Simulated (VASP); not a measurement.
# TiH3: single point with PBE

The system is TiH3.

```
Ti H
1.0
    -1.85924    1.85924    1.85924
     1.85924   -1.85924    1.85924
     1.85924    1.85924   -1.85924
Ti H
1 3
Direct
  0.00000 0.00000 0.00000
  0.00000 0.50000 0.50000
  0.50000 0.00000 0.50000
  0.50000 0.50000 0.00000
```

```
Program             : VASP 6.6.1
Task                : single point
Functional          : PBE
Potentials or basis : VASP PAW PBE potentials, release 64 (Ti_sv, H)
Cutoff              : 520 eV
k mesh              : 18 × 18 × 18
Occupations         : gaussian, width 0.1 eV
Spin                : no spin polarisation
```

The pressure is -0.1 GPa.

Levels at points of the mesh, in eV from the Fermi level:
```
           k point  band 3  band 4  band 5  band 6  band 7  band 8  band 9  band 10  band 11  band 12
(0.00, 0.00, 0.00)  -33.57  -33.57  -11.22   -2.17   -2.17    0.03    0.03     0.03     7.18     7.18
(0.50, 0.00, 0.00)  -33.63  -33.58   -6.77   -6.73   -1.16    0.09    0.43     0.95     2.19     3.38
(0.50, 0.50, 0.50)  -33.71  -33.71   -7.20   -7.20    1.71    1.96    1.96     1.96     3.17     3.17
```

Run time: 48 s on 1 thread of Intel(R) Xeon(R) Platinum 8124M CPU @ 3.00GHz (Skylake/Cascade Lake), on a shared host, peak memory 0.2 GiB.
